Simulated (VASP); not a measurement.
# MgO (Cmcm) in VASP: notebook

MgO is run at these levels: PBE; tasks: single point.

All numbers are computed with VASP 6.6.1; they aren't measurements. Logs are shortened: lines on timing, memory, paths and dates and some standing lists are left out, and cuts for length are marked.

### 1 The cell of the first run

Symmetry: Cmcm, No. 63, orthorhombic system. Conventional cell: a = 3.486 Å, b = 5.676 Å, c = 4.178 Å, α = 90.00°, β = 90.00°, γ = 90.00°. Within 2.5 Å of Mg (site symmetry m2m) lie 5 O at 1.89 to 2.09 Å. O (site symmetry m2m) has 5 Mg at 1.89 to 2.09 Å within 2.5 Å.

### 2 Single point, PBE (strain -0.0600 x Voigt [0, 1, 0, 0, 0, 0])

The input, INCAR:

```
  PREC = Accurate
  ENCUT = 520
  EDIFF = 1E-6
  ISMEAR = 0
  SIGMA = 0.05
  LREAL = False
  LASPH = True
  NELM = 80
  ALGO = Normal
  ISIF = 2
  LWAVE = False
  LCHARG = True
  GGA = PE
  LELF = True
  LVHAR = True
  NBANDS = 16
```

The input, KPOINTS:

```
regular mesh
0
Gamma
  6 6 6
```

The input, POSCAR:

```
MgO
1.0
    3.4863778627      0.0000000000      0.0000000000
   -1.7431889314      2.8381342885      0.0000000000
    0.0000000000      0.0000000000      4.1780412200
Mg O
2 2
Direct
    0.6666666667      0.3333333333      0.7500000000
    0.3333333333      0.6666666667      0.2500000000
    0.6666666667      0.3333333333      0.2500000000
    0.3333333333      0.6666666667      0.7500000000
```

Potentials or basis: VASP PAW PBE potentials, release 64 (Mg, O).

Run with:

```bash
$ cat potpaw_PBE.64/Mg/POTCAR potpaw_PBE.64/O/POTCAR > POTCAR
$ mpirun -np 1 vasp_std > vasp.out
```

OUTCAR:

```text
PREC = Accurate
   ENCUT = 520
   EDIFF = 1E-6
   ISMEAR = 0
   LREAL = False
   LASPH = True
   NELM = 80
   ISIF = 2
   GGA = PE

 ion  position               nearest neighbor table
   1  0.667  0.333  0.750-   4 1.89   4 1.98   4 1.98   3 2.09   3 2.09   2 2.82   2 2.82   2 2.88
                             2 2.88   2 2.88   2 2.88
   2  0.333  0.667  0.250-   3 1.89   3 1.98   3 1.98   4 2.09   4 2.09   1 2.82   1 2.82   1 2.88
                             1 2.88   1 2.88   1 2.88
   3  0.667  0.333  0.250-   2 1.89   2 1.98   2 1.98   1 2.09   1 2.09
   4  0.333  0.667  0.750-   1 1.89   1 1.98   1 1.98   2 2.09   2 2.09

  Warning from LATTYP: Monoclinic adjustment (A1->A3, A2->A1, A3->A2)!
  LATTYP: Found a base centered orthorhombic cell.
 ALAT       =     3.4863778627
 B/A-ratio  =     1.6281277591
 C/A-ratio  =     1.1983902447

  Lattice vectors:

 A1 = (   1.7431889314,  -2.8381342885,   0.0000000000)
 A2 = (   1.7431889313,   2.8381342885,   0.0000000000)
 A3 = (   0.0000000000,   0.0000000000,   4.1780412200)

Analysis of symmetry for initial positions (statically):
=====================================================================
 Subroutine PRICEL returns:
 Original cell was already a primitive cell.

 Routine SETGRP: Setting up the symmetry group for a
 base centered orthorhombic supercell.

 Subroutine GETGRP returns: Found  8 space group operations
 (whereof  4 operations were pure point group operations)
 out of a pool of  8 trial point group operations.

The static configuration has the point symmetry C_2h.
 The point group associated with its full space group is D_2h.

Analysis of symmetry for dynamics (positions and initial velocities):
=====================================================================
 Subroutine PRICEL returns:
 Original cell was already a primitive cell.

 Routine SETGRP: Setting up the symmetry group for a
 base centered orthorhombic supercell.

 Subroutine GETGRP returns: Found  8 space group operations
 (whereof  4 operations were pure point group operations)
 out of a pool of  8 trial point group operations.

The dynamic configuration has the point symmetry C_2h.
 The point group associated with its full space group is D_2h.

 Subroutine INISYM returns: Found  8 space group operations
 (whereof  4 operations are pure point group operations),
 and found     1 'primitive' translations

----------------------------------------------------------------------------------------

                                     Primitive cell

  volume of cell :      41.3409

  direct lattice vectors                    reciprocal lattice vectors
     3.486377863  0.000000000  0.000000000     0.286830642  0.176172073  0.000000000
    -1.743188931  2.838134289  0.000000000     0.000000000  0.352344145  0.000000000
     0.000000000  0.000000000  4.178041220     0.000000000  0.000000000  0.239346609

  length of vectors
     3.486377863  3.330722728  4.178041220     0.336613155  0.352344145  0.239346609

  position of ions in fractional coordinates (direct lattice)
     0.666666667  0.333333333  0.750000000
     0.333333333  0.666666667  0.250000000
     0.666666667  0.333333333  0.250000000
     0.333333333  0.666666667  0.750000000

  ion indices of the primitive-cell ions
   primitive index   ion index
                 1           1
                 2           2
                 3           3
                 4           4

----------------------------------------------------------------------------------------

 KPOINTS: regular mesh

Automatic generation of k-mesh.
 Grid dimensions read from file:
 generate k-points for:    6    6    6

 Generating k-lattice:

  Cartesian coordinates                     Fractional coordinates (reciprocal lattice)
     0.047805107  0.029362012  0.000000000     0.166666667  0.000000000  0.000000000
     0.000000000  0.058724024  0.000000000     0.000000000  0.166666667  0.000000000
     0.000000000  0.000000000  0.039891102     0.000000000  0.000000000  0.166666667

  Length of vectors
     0.056102193  0.058724024  0.039891102

  Shift w.r.t. Gamma in fractional coordinates (k-lattice)
     0.000000000  0.000000000  0.000000000

 Subroutine IBZKPT returns following result:
 ===========================================

 Found     52 irreducible k-points:

 Following reciprocal coordinates:
            Coordinates               Weight
  0.000000  0.000000  0.000000      1.000000
  0.166667 -0.000000  0.000000      4.000000
  0.333333 -0.000000  0.000000      4.000000
  0.500000  0.000000  0.000000      2.000000
  0.000000  0.166667  0.000000      2.000000
  0.166667  0.166667  0.000000      4.000000
[... 16 lines left out ...]
  0.000000  0.333333  0.166667      4.000000
  0.166667  0.333333  0.166667      8.000000
 [... further k-points ...]
   k-points           NKPTS =     52   k-points in BZ     NKDIM =     52   number of bands    NBANDS=     16
   number of dos      NEDOS =    301   number of ions     NIONS =      4
   total plane-waves  NPLWV =  25088
   dimension x,y,z NGX =    28 NGY =   28 NGZ =   32
   dimension x,y,z NGXF=    56 NGYF=   56 NGZF=   64
   ions per type =               2   2
   NGX,Y,Z   is equivalent  to a cutoff of  13.35, 13.98, 12.73 a.u.
   NGXF,Y,Z  is equivalent  to a cutoff of  26.70, 27.95, 25.47 a.u.
 SYSTEM =  unknown system
   PREC   = accura    normal or accurate (medium, high low for compatibility)
   ISTART =      0    job   : 0-new  1-cont  2-samecut
   ICHARG =      2    charge: 1-file 2-atom 10-const
   ISPIN  =      1    spin polarized calculation?
   LNONCOLLINEAR =      F non collinear calculations
   LSORBIT =      F    spin-orbit coupling
   LASPH  =      T    aspherical Exc in radial PAW
   ENCUT  =  520.0 eV  38.22 Ry    6.18 a.u.   6.48  6.19  7.77*2*pi/ulx,y,z
   NELM   =     80;   NELMIN=  2; NELMDL= -5     # of ELM steps
   EDIFF  = 0.1E-05   stopping-criterion for ELM
   LREAL  =      F    real-space projection
   EDIFFG = 0.1E-04   stopping-criterion for IOM
   NSW    =      0    number of steps for IOM
   IBRION =     -1    ionic relax: 0-MD 1-quasi-New 2-CG
   NFREE  =      0    steps in history (QN), initial steepest desc. (CG)
   ISIF   =      2    stress and relaxation
   ISYM   =      2    0-nonsym 1-usesym 2-fastsym
   POTIM  = 0.5000    time-step for ionic-motion
   TEBEG  =    0.0;   TEEND  =   0.0 temperature during run
   PSTRESS=    0.0 pullay stress
   NELECT =      16.0000    total number of electrons
   NUPDOWN=      -1.0000    fix difference up-down
   EMIN   =  10.00;   EMAX   =-10.00  energy-range for DOS
   EFERMI =   0.00;   METHOD = LEGACY
   ISMEAR =     0;   SIGMA  =   0.05  broadening in eV -4-tet -1-fermi 0-gaus
   EFERMI_NEDOS =   21; number of points for ismear=-14 and -15
   IALGO  =     38    algorithm
   IMIX   =      4    mixing-type and parameters
     AMIX     =   0.40;   BMIX     =  1.00
     AMIX_MAG =   1.60;   BMIX_MAG =  1.00
  volume/ion in A,a.u.               =      10.34        69.75
  Fermi-wavevector in a.u.,A,eV,Ry     =   1.193039  2.254518 19.365757  1.423343
  Thomas-Fermi vector in A             =   2.329063
   LORBIT       =      0    0 simple, 1 ext, 2 COOP (PROOUT), +10 PAW based schemes
   GGA     = PE    functional components
   LHFCALC =     F    Hartree Fock is set to
   AEXX    =    0.0000 exact exchange contribution
   IVDW    =     0    specifies the selected vdW correction
   LEPSILON=     F    determine dielectric tensor
   LRPA    =     F    only Hartree local field effects (RPA)
 non-spin polarized calculation
 Gauss-broadening in eV      SIGMA  =   0.05
  energy-cutoff  :      520.00
  volume of cell :       41.34
 maximum number of plane-waves:      1136
 NGX is ok and might be reduce to    28
   NGX = 13   NGY = 13   NGZ = 15

 number of electron      16.0000003 magnetization

 Free energy of the ion-electron system (eV)
  ---------------------------------------------------
  ext. energy  EPLUGINS =         0.00000000
  ---------------------------------------------------
  free energy    TOTEN  =       -23.43935879 eV

  energy without entropy =      -23.43935879  energy(sigma->0) =      -23.43935879

 E-fermi :   2.7500     XC(G=0): -10.3604

 val. band max:        2.4746535303   @ k =   0.0000   0.0000   0.0000
 cond. band min:       6.2018231061   @ k =   0.0000   0.0000   0.0000
 fundamental gap:      3.7271695758
 Fermi energy:         2.7499774882

 k-point     1 :       0.0000    0.0000    0.0000
  band No.  band energies     occupation
      1     -14.7779      2.00000
      2     -13.2688      2.00000
      3      -1.5009      2.00000
      4       0.5630      2.00000
      5       0.7129      2.00000
      6       1.4452      2.00000
[... 8 lines left out ...]
     15      18.3685      0.00000
     16      18.8439      0.00000

 k-point     2 :       0.1667   -0.0000    0.0000
  band No.  band energies     occupation
      1     -14.6307      2.00000
      2     -13.2856      2.00000
      3      -1.2746      2.00000
      4       0.0797      2.00000
      5       0.4964      2.00000
      6       0.9773      2.00000
[... 8 lines left out ...]
     15      17.5659      0.00000
     16      17.7190      0.00000

 k-point     3 :       0.3333   -0.0000    0.0000
  band No.  band energies     occupation
      1     -14.2748      2.00000
      2     -13.3741      2.00000
      3      -0.9557      2.00000
      4      -0.6747      2.00000
      5       0.2401      2.00000
      6       0.4508      2.00000
[... 8 lines left out ...]
     15      17.4672      0.00000
     16      17.6038      0.00000
[... 362 lines left out ...]
 k-point    23 :       0.0000    0.3333    0.1667
  band No.  band energies     occupation
      1     -14.1451      2.00000
      2     -13.4154      2.00000
      3      -1.1689      2.00000
      4      -0.4305      2.00000
      5       0.0450      2.00000
      6       0.4469      2.00000
[... 8 lines left out ...]
     15      16.9850      0.00000
     16      17.4164      0.00000

 k-point    24 :       0.1667    0.3333    0.1667
  band No.  band energies     occupation
      1     -13.8984      2.00000
      2     -13.5152      2.00000
      3      -1.2663      2.00000
      4      -0.6888      2.00000
      5      -0.0839      2.00000
      6       0.6316      2.00000
[... 8 lines left out ...]
     15      17.1359      0.00000
     16      18.2780      0.00000

 [... further k-points ...]

------------------------ aborting loop because EDIFF is reached ----------------------------------------

  FORCE on cell =-STRESS in cart. coord.  units (eV):
  Direction    XX          YY          ZZ          XY          YZ          ZX
  --------------------------------------------------------------------------------------
  -------------------------------------------------------------------------------------
  Total        2.3891913      6.2458469      2.5726541     -0.0000000      0.0000000      0.0000000
  in kB       92.5936897    242.0593149     99.7038335     -0.0000000      0.0000000      0.0000000
  external PRESSURE =     144.7856127 kB  Pullay stress =       0.0000000 kB

 VOLUME and BASIS-vectors are now :
 -----------------------------------------------------------------------------
  energy-cutoff  :      520.00
  volume of cell :       41.34
      direct lattice vectors                 reciprocal lattice vectors
     3.486377863  0.000000000  0.000000000     0.286830642  0.176172073  0.000000000
    -1.743188931  2.838134289  0.000000000     0.000000000  0.352344145  0.000000000
     0.000000000  0.000000000  4.178041220     0.000000000  0.000000000  0.239346609

 POSITION                                       TOTAL-FORCE (eV/Angst)
 -----------------------------------------------------------------------------------
      1.74319      0.94604      3.13353        -0.000000      0.810823      0.000000
     -0.00000      1.89209      1.04451         0.000000     -0.810823      0.000000
      1.74319      0.94604      1.04451        -0.000000      0.878456     -0.000000
     -0.00000      1.89209      3.13353         0.000000     -0.878456     -0.000000
 -----------------------------------------------------------------------------------
    total drift:                                0.000000     -0.000000      0.000000

  FREE ENERGIE OF THE ION-ELECTRON SYSTEM (eV)
  ---------------------------------------------------
  free  energy   TOTEN  =       -23.4393587901 eV

  energy  without entropy=      -23.4393587901  energy(sigma->0) =      -23.43935879
```

Run time: 41 s. Hardware: 1 thread of Intel Xeon 8259CL, shared host; peak memory 0.18 GiB.

What came out:

| Property | Result |
| --- | --- |
| Free energy | -23.4394 eV |
| Pressure | 14.5 GPa |
| Largest force | 0.878 eV/Å |
| Band gap on the k mesh | 3.73 eV |

Forces in eV/Å, atoms in the order of the input:
```
Mg   0.000  0.811  0.000
Mg   0.000 -0.811  0.000
O    0.000  0.878  0.000
O    0.000 -0.878  0.000
```

Stress tensor (GPa, compression positive):
```
 9.26  0.00  0.00
 0.00 24.21  0.00
 0.00  0.00  9.97
```

Caveat: the cell differs from its parent crystal (strain -0.0600 x Voigt [0, 1, 0, 0, 0, 0]); the cell stands under pressure.

### 3 Single point, PBE (strain +0.0600 x Voigt [0, 1, 0, 0, 0, 0])

The input, INCAR:

```
SYSTEM = MgO
PREC = Accurate
ENCUT = 520
EDIFF = 1E-6
ISMEAR = 0
SIGMA = 0.05
LREAL = .False.
LASPH = .True.
NELM = 100
ALGO = Normal
ISIF = 2
LWAVE = .False.
LCHARG = .False.
GGA = PE
NBANDS = 16
```

The input, KPOINTS:

```
regular mesh
0
Gamma
  6 6 6
  0 0 0
```

Edit POSCAR of step 2 so:

```diff
@@ -3,3 +3,3 @@
     3.4863778627      0.0000000000      0.0000000000
-   -1.7431889314      2.8381342885      0.0000000000
+   -1.7431889314      3.2004493041      0.0000000000
     0.0000000000      0.0000000000      4.1780412200
```

Potentials or basis: VASP PAW PBE potentials, release 64 (Mg, O).

Run with:

```bash
$ cat potpaw_PBE.64/Mg/POTCAR potpaw_PBE.64/O/POTCAR > POTCAR
$ mpirun -np 1 vasp_std > vasp.out
```

OUTCAR:

```text
SYSTEM = MgO
   PREC = Accurate
   ENCUT = 520
   EDIFF = 1E-6
   ISMEAR = 0
   LREAL = .False.
   LASPH = .True.
   NELM = 100
   ISIF = 2
   GGA = PE

 ion  position               nearest neighbor table
   1  0.667  0.333  0.750-   4 2.04   4 2.04   3 2.09   3 2.09   4 2.13   2 2.92   2 2.92   2 2.92
                             2 2.92   2 2.99   2 2.99
   2  0.333  0.667  0.250-   3 2.04   3 2.04   4 2.09   4 2.09   3 2.13   1 2.92   1 2.92   1 2.92
                             1 2.92   1 2.99   1 2.99
   3  0.667  0.333  0.250-   2 2.04   2 2.04   1 2.09   1 2.09   2 2.13
   4  0.333  0.667  0.750-   1 2.04   1 2.04   2 2.09   2 2.09   1 2.13

  LATTYP: Found a base centered orthorhombic cell.
 ALAT       =     3.4863778627
 B/A-ratio  =     1.8359738560
 C/A-ratio  =     1.1983902447

  Lattice vectors:

 A1 = (   1.7431889314,  -3.2004493041,   0.0000000000)
 A2 = (   1.7431889313,   3.2004493041,   0.0000000000)
 A3 = (   0.0000000000,   0.0000000000,   4.1780412200)

Analysis of symmetry for initial positions (statically):
=====================================================================
 Subroutine PRICEL returns:
 Original cell was already a primitive cell.

 Routine SETGRP: Setting up the symmetry group for a
 base centered orthorhombic supercell.

 Subroutine GETGRP returns: Found  8 space group operations
 (whereof  4 operations were pure point group operations)
 out of a pool of  8 trial point group operations.

The static configuration has the point symmetry C_2h.
 The point group associated with its full space group is D_2h.

Analysis of symmetry for dynamics (positions and initial velocities):
=====================================================================
 Subroutine PRICEL returns:
 Original cell was already a primitive cell.

 Routine SETGRP: Setting up the symmetry group for a
 base centered orthorhombic supercell.

[... 130 lines left out ...]
  volume/ion in A,a.u.               =      11.65        78.65
  Fermi-wavevector in a.u.,A,eV,Ry     =   1.146205  2.166012 17.875127  1.313785
  Thomas-Fermi vector in A             =   2.282890
   LORBIT       =      0    0 simple, 1 ext, 2 COOP (PROOUT), +10 PAW based schemes
   GGA     = PE    functional components
   LHFCALC =     F    Hartree Fock is set to
   AEXX    =    0.0000 exact exchange contribution
   IVDW    =     0    specifies the selected vdW correction
   LEPSILON=     F    determine dielectric tensor
   LRPA    =     F    only Hartree local field effects (RPA)
 non-spin polarized calculation
 Gauss-broadening in eV      SIGMA  =   0.05
  energy-cutoff  :      520.00
  volume of cell :       46.62
 maximum number of plane-waves:      1272
 NGX is ok and might be reduce to    28
   NGX = 13   NGY = 13   NGZ = 15

 number of electron      16.0000001 magnetization

 Free energy of the ion-electron system (eV)
  ---------------------------------------------------
  ext. energy  EPLUGINS =         0.00000000
  ---------------------------------------------------
  free energy    TOTEN  =       -23.61509130 eV

  energy without entropy =      -23.61509130  energy(sigma->0) =      -23.61509130

 E-fermi :   1.8936     XC(G=0):  -9.8096

 val. band max:        1.5767660803   @ k =   0.0000   0.0000   0.0000
 cond. band min:       4.7592700577   @ k =   0.0000   0.0000   0.0000
 fundamental gap:      3.1825039774
 Fermi energy:         1.8936046450

 k-point     1 :       0.0000    0.0000    0.0000
  band No.  band energies     occupation
      1     -15.0707      2.00000
      2     -13.7736      2.00000
      3      -1.7615      2.00000
      4      -0.1048      2.00000
      5       0.0289      2.00000
      6       0.8624      2.00000
[... 433 lines left out ...]
      3      -1.7681      2.00000
      4      -1.0804      2.00000
      5      -0.6066      2.00000
      6       0.0545      2.00000
[... 8 lines left out ...]
     15      15.6123      0.00000
     16      16.7251      0.00000

 [... further k-points ...]

------------------------ aborting loop because EDIFF is reached ----------------------------------------

  FORCE on cell =-STRESS in cart. coord.  units (eV):
  Direction    XX          YY          ZZ          XY          YZ          ZX
  --------------------------------------------------------------------------------------
  -------------------------------------------------------------------------------------
  Total       -0.0508849     -2.3589893     -0.0277046      0.0000000      0.0000000      0.0000000
  in kB       -1.7488045    -81.0734076     -0.9521481      0.0000000      0.0000000      0.0000000
  external PRESSURE =     -27.9247868 kB  Pullay stress =       0.0000000 kB

 VOLUME and BASIS-vectors are now :
 -----------------------------------------------------------------------------
  energy-cutoff  :      520.00
  volume of cell :       46.62
      direct lattice vectors                 reciprocal lattice vectors
     3.486377863  0.000000000  0.000000000     0.286830642  0.156228064  0.000000000
    -1.743188931  3.200449304  0.000000000     0.000000000  0.312456129  0.000000000
     0.000000000  0.000000000  4.178041220     0.000000000  0.000000000  0.239346609

 POSITION                                       TOTAL-FORCE (eV/Angst)
 -----------------------------------------------------------------------------------
      1.74319      1.06682      3.13353         0.000000     -0.272855      0.000000
     -0.00000      2.13363      1.04451        -0.000000      0.272855      0.000000
      1.74319      1.06682      1.04451         0.000000     -0.347254     -0.000000
     -0.00000      2.13363      3.13353        -0.000000      0.347254     -0.000000
 -----------------------------------------------------------------------------------
    total drift:                               -0.000000      0.000000     -0.000000

  FREE ENERGIE OF THE ION-ELECTRON SYSTEM (eV)
  ---------------------------------------------------
  free  energy   TOTEN  =       -23.6150913011 eV

  energy  without entropy=      -23.6150913011  energy(sigma->0) =      -23.61509130
```

stdout:

```text
POSCAR found type information on POSCAR MgO
 POSCAR found :  2 types and       4 ions
 scaLAPACK will be used
 LDA part: xc-table for (Slater+PW92), standard interpolation
 POSCAR, INCAR and KPOINTS ok, starting setup
 FFT: planning ... GRIDC
 FFT: planning ... GRID_SOFT
 FFT: planning ... GRID
 WAVECAR not read
 entering main loop
```

Run time: 40 s. Hardware: 1 thread of Intel Xeon 8259CL, shared host; peak memory 0.18 GiB.

What came out:

```yaml
Free_energy: -23.6151 eV
Pressure: -2.8 GPa
Largest_force: 0.347 eV/Å
Band_gap_on_the_k_mesh: 3.18 eV
```

Forces on the atoms (eV/Å):
```
Mg   0.000 -0.273  0.000
Mg   0.000  0.273  0.000
O    0.000 -0.347  0.000
O    0.000  0.347  0.000
```

Caveat: the cell differs from its parent crystal (strain +0.0600 x Voigt [0, 1, 0, 0, 0, 0]).
